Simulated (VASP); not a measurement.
# SnRu4 (P4/mmm) in VASP: relaxation of cell and atoms with PBE

Aim: the relaxation of cell and atoms of SnRu4 with PBE.

Program: VASP 6.6.1. These are calculated values, not measurements. Logs are shortened: lines on timing, memory, paths and dates and some standing lists are left out, and cuts for length are marked.

### Step 1. The cell of the first run

The structure is tetragonal, space group P4/mmm (No. 123). Conventional cell: a = 6.181 Å, b = 6.181 Å, c = 2.660 Å, α = 90.00°, β = 90.00°, γ = 90.00°. Within 3.5 Å of Sn (site symmetry 4/mmm) lie 2 Sn at 2.66 Å and 4 Ru at 2.74 Å. Ru (site symmetry m2m) has 4 Ru at 2.31 to 2.66 Å and 1 Sn at 2.74 Å within 3.1 Å.

The cell was generated, and may not be a known phase.

### Step 2. Relaxation of cell and atoms, PBE

The input, INCAR:

```
SYSTEM = SnRu4
PREC = Accurate
ENCUT = 600
EDIFF = 1E-6
ISMEAR = 0
SIGMA = 0.1
LREAL = .FALSE.
LASPH = .TRUE.
NELM = 100
ALGO = Fast
ISIF = 3
LWAVE = .FALSE.
LCHARG = .FALSE.
GGA = PE
IBRION = 2
NSW = 100
EDIFFG = -0.01
```

The input, KPOINTS:

```
regular mesh
0
G
  6 6 14
  0 0 0
```

The input, POSCAR:

```
SnRu4
1.0
    6.1810363794      0.0000000000      0.0000000000
    0.0000000000      6.1810363794      0.0000000000
    0.0000000000      0.0000000000      2.6596367876
Sn Ru
1 4
Direct
    0.5000000000      0.5000000000      0.5000000000
    0.1867411012      0.1867411012      0.5000000000
    0.8132588988      0.8132588988      0.5000000000
    0.1867411012      0.8132588988      0.5000000000
    0.8132588988      0.1867411012      0.5000000000
```

Potentials or basis: VASP PAW PBE potentials, release 64 (Sn_d, Ru_pv).

On the command line:

```sh
$ cat potpaw_PBE.64/Sn_d/POTCAR potpaw_PBE.64/Ru_pv/POTCAR > POTCAR
$ mpirun -np 1 vasp_std > vasp.out
```

OUTCAR:

```text
SYSTEM = SnRu4
   PREC = Accurate
   ENCUT = 600
   EDIFF = 1E-6
   ISMEAR = 0
   LREAL = .FALSE.
   LASPH = .TRUE.
   NELM = 100
   ISIF = 3
   GGA = PE
   IBRION = 2
   NSW = 100
   EDIFFG = -0.01

 ion  position               nearest neighbor table
   1  0.500  0.500  0.500-   2 2.74   3 2.74   4 2.74   5 2.74
   2  0.187  0.187  0.500-   4 2.31   5 2.31   1 2.74   3 3.26
   3  0.813  0.813  0.500-   4 2.31   5 2.31   1 2.74   2 3.26
   4  0.187  0.813  0.500-   2 2.31   3 2.31   1 2.74   5 3.26
   5  0.813  0.187  0.500-   2 2.31   3 2.31   1 2.74   4 3.26

  LATTYP: Found a simple tetragonal cell.
 ALAT       =     6.1810363794
 C/A-ratio  =     0.4302897806

  Lattice vectors:

 A1 = (   6.1810363794,   0.0000000000,   0.0000000000)
 A2 = (   0.0000000000,   6.1810363794,   0.0000000000)
 A3 = (   0.0000000000,   0.0000000000,   2.6596367876)

Analysis of symmetry for initial positions (statically):
=====================================================================
 Subroutine PRICEL returns:
 Original cell was already a primitive cell.

 Routine SETGRP: Setting up the symmetry group for a
 simple tetragonal supercell.

 Subroutine GETGRP returns: Found 16 space group operations
 (whereof 16 operations were pure point group operations)
 out of a pool of 16 trial point group operations.

The static configuration has the point symmetry D_4h.

Analysis of symmetry for dynamics (positions and initial velocities):
=====================================================================
 Subroutine PRICEL returns:
 Original cell was already a primitive cell.

 Routine SETGRP: Setting up the symmetry group for a
 simple tetragonal supercell.

 Subroutine GETGRP returns: Found 16 space group operations
 (whereof 16 operations were pure point group operations)
 out of a pool of 16 trial point group operations.

The dynamic configuration has the point symmetry D_4h.

 Subroutine INISYM returns: Found 16 space group operations
 (whereof 16 operations are pure point group operations),
 and found     1 'primitive' translations

----------------------------------------------------------------------------------------

                                     Primitive cell

  volume of cell :     101.6120

[... 101 lines left out ...]
   ISYM   =      2    0-nonsym 1-usesym 2-fastsym
   POTIM  = 0.5000    time-step for ionic-motion
   TEBEG  =    0.0;   TEEND  =   0.0 temperature during run
   PSTRESS=    0.0 pullay stress
   NELECT =      70.0000    total number of electrons
   NUPDOWN=      -1.0000    fix difference up-down
   EMIN   =  10.00;   EMAX   =-10.00  energy-range for DOS
   EFERMI =   0.00;   METHOD = LEGACY
   ISMEAR =     0;   SIGMA  =   0.10  broadening in eV -4-tet -1-fermi 0-gaus
   EFERMI_NEDOS =   21; number of points for ismear=-14 and -15
   IALGO  =     68    algorithm
   IMIX   =      4    mixing-type and parameters
     AMIX     =   0.40;   BMIX     =  1.00
     AMIX_MAG =   1.60;   BMIX_MAG =  1.00
  volume/ion in A,a.u.               =      20.32       137.14
  Fermi-wavevector in a.u.,A,eV,Ry     =   1.445859  2.732277 28.443082  2.090508
  Thomas-Fermi vector in A             =   2.563993
   LORBIT       =      0    0 simple, 1 ext, 2 COOP (PROOUT), +10 PAW based schemes
   GGA     = PE    functional components
   LHFCALC =     F    Hartree Fock is set to
   AEXX    =    0.0000 exact exchange contribution
   IVDW    =     0    specifies the selected vdW correction
   LEPSILON=     F    determine dielectric tensor
   LRPA    =     F    only Hartree local field effects (RPA)
 conjugate gradient relaxation of ions
 non-spin polarized calculation
 RMM-DIIS sequential band-by-band and
 Gauss-broadening in eV      SIGMA  =   0.10
  energy-cutoff  :      600.00
  volume of cell :      101.61
 maximum number of plane-waves:      3443
 NGX is ok and might be reduce to    50
   NGX = 25   NGY = 25   NGZ = 11

--------------------------------------- Ionic step        1  -------------------------------------------

 number of electron      70.0000002 magnetization

 Free energy of the ion-electron system (eV)
  ---------------------------------------------------
  ext. energy  EPLUGINS =         0.00000000
  ---------------------------------------------------
  free energy    TOTEN  =       -35.71633314 eV

  energy without entropy =      -35.69640148  energy(sigma->0) =      -35.70636731

------------------------ aborting loop because EDIFF is reached ----------------------------------------

  FORCE on cell =-STRESS in cart. coord.  units (eV):
  Direction    XX          YY          ZZ          XY          YZ          ZX
  --------------------------------------------------------------------------------------
  -------------------------------------------------------------------------------------
  Total       -0.2162449     -0.2162449      1.0297655      0.0000000      0.0000000      0.0000000
  in kB       -3.4096642     -3.4096642     16.2369332      0.0000000      0.0000000      0.0000000
  external PRESSURE =       3.1392016 kB  Pullay stress =       0.0000000 kB
[... 221 lines left out ...]
--------------------------------------- Ionic step        7  -------------------------------------------

 number of electron      69.9999994 magnetization

 Free energy of the ion-electron system (eV)
  ---------------------------------------------------
  ext. energy  EPLUGINS =         0.00000000
  ---------------------------------------------------
  free energy    TOTEN  =       -35.72009211 eV

  energy without entropy =      -35.70095651  energy(sigma->0) =      -35.71052431

 E-fermi :   7.9357     XC(G=0): -11.4113

 val. band max:        7.9337447228   @ k =   0.1667   0.1667   0.2857
 cond. band min:       7.9412769409   @ k =   0.5000   0.0000   0.2857
 fundamental gap:      0.0075322181
 Fermi energy:         7.9357477878

 k-point     1 :       0.0000    0.0000    0.0000
  band No.  band energies     occupation
      1     -35.4286      2.00000
      2     -35.3270      2.00000
      3     -35.2375      2.00000
      4     -35.2375      2.00000
      5     -34.4569      2.00000
      6     -34.3424      2.00000
[... 1069 lines left out ...]
     41       9.4822      0.00000
     42      10.5765      0.00000

 [... further k-points ...]

------------------------ aborting loop because EDIFF is reached ----------------------------------------

  FORCE on cell =-STRESS in cart. coord.  units (eV):
  Direction    XX          YY          ZZ          XY          YZ          ZX
  --------------------------------------------------------------------------------------
  -------------------------------------------------------------------------------------
  Total       -0.0078868     -0.0078868     -0.0107963      0.0000000      0.0000000      0.0000000
  in kB       -0.1243257     -0.1243257     -0.1701892      0.0000000      0.0000000      0.0000000
  external PRESSURE =      -0.1396136 kB  Pullay stress =       0.0000000 kB
[... 20 lines left out ...]
  FREE ENERGIE OF THE ION-ELECTRON SYSTEM (eV)
  ---------------------------------------------------
  free  energy   TOTEN  =       -35.7200921078 eV

  energy  without entropy=      -35.7009565057  energy(sigma->0) =      -35.71052431

 reached required accuracy - stopping structural energy minimisation
```

OSZICAR:

```text
N       E                     dE             d eps       ncg     rms          rms(c)
DAV:   1     0.100153169576E+04    0.10015E+04   -0.42969E+04  6966   0.235E+03
DAV:   2     0.459015261146E+02   -0.95563E+03   -0.93755E+03  7032   0.674E+02
DAV:   3    -0.321747148306E+02   -0.78076E+02   -0.73640E+02  7276   0.170E+02
[... 63 lines left out ...]
RMM:   2    -0.357200465256E+02   -0.61659E-03   -0.61800E-03  7240   0.546E-01    0.577E-02
RMM:   3    -0.357200808062E+02   -0.34281E-04   -0.56917E-04  7955   0.142E-01    0.316E-02
RMM:   4    -0.357200893081E+02   -0.85019E-05   -0.95041E-05  8288   0.518E-02    0.139E-02
RMM:   5    -0.357200918102E+02   -0.25021E-05   -0.22155E-05  7866   0.246E-02    0.338E-03
RMM:   6    -0.357200921078E+02   -0.29755E-06   -0.36623E-06  4965   0.106E-02
   7 F= -.35720092E+02 E0= -.35710524E+02  d E =-.796956E-04
```

CONTCAR:

```text
SnRu4
   1.00000000000000
     6.1645205201085709    0.0000000000000000    0.0000000000000000
     0.0000000000000000    6.1645205201085709   -0.0000000000000000
     0.0000000000000000   -0.0000000000000000    2.6745683098789126
  Sn              Ru
     1     4
Direct
     0.5000000000000000    0.5000000000000000    0.5000000000000000
     0.1872082584668828    0.1872082584668828    0.5000000000000000
     0.8127917415331172    0.8127917415331172    0.5000000000000000
     0.1872082584668828    0.8127917415331172    0.5000000000000000
     0.8127917415331172    0.1872082584668828    0.5000000000000000

  0.00000000E+00  0.00000000E+00  0.00000000E+00
  0.00000000E+00  0.00000000E+00  0.00000000E+00
  0.00000000E+00  0.00000000E+00  0.00000000E+00
  0.00000000E+00  0.00000000E+00  0.00000000E+00
  0.00000000E+00  0.00000000E+00  0.00000000E+00
```

Run time: 15 min. Hardware: 1 thread of AMD EPYC 9R45 (Zen 5), shared host; peak memory 0.45 GiB.

What came out:

* Free energy: -35.7201 eV
* Relaxed volume: 20.33 Å³/atom
* Relaxed cell: a = 6.165 Å, b = 6.165 Å, c = 2.675 Å, α = 90.00°, β = 90.00°, γ = 90.00°
* Space group after relaxing (to 0.1 Å): P4/mmm (No. 123)
* Energy gained by relaxing: 0.8 meV/atom
* Ionic steps: 7
* Pressure after relaxing: 0.0 GPa
* Band gap on the k mesh: zero (bands 35 and 36 overlap by 1.19 eV)

Forces in eV/Å, atoms in the order of the input:
```
Sn   0.000  0.000  0.000
Ru   0.002  0.002  0.000
Ru  -0.002 -0.002  0.000
Ru   0.002 -0.002  0.000
Ru  -0.002  0.002  0.000
```

Step by step:
| step | energy change (eV) | largest force (eV/Å) | pressure (GPa) | volume (Å³) |
| --- | --- | --- | --- | --- |
| 1 | 0.0000 | 0.0368 | 0.31 | 101.61 |
| 2 | -0.0016 | 0.0410 | -0.52 | 102.19 |
| 3 | -0.0033 | 0.0394 | -0.19 | 101.95 |
| 4 | -0.0037 | 0.0354 | 0.07 | 101.65 |
| 5 | -0.0037 | 0.0356 | 0.11 | 101.63 |
| 6 | -0.0036 | 0.0571 | -0.17 | 101.64 |
| 7 | -0.0038 | 0.0022 | -0.01 | 101.64 |

Final structure:
```
Sn Ru
1.0
     6.16452    0.00000    0.00000
     0.00000    6.16452    0.00000
     0.00000    0.00000    2.67457
Sn Ru
1 4
Direct
  0.50000 0.50000 0.50000
  0.18721 0.18721 0.50000
  0.81279 0.81279 0.50000
  0.18721 0.81279 0.50000
  0.81279 0.18721 0.50000
```

Caveat: spin-orbit coupling is left out, which moves the levels of the heavy elements.
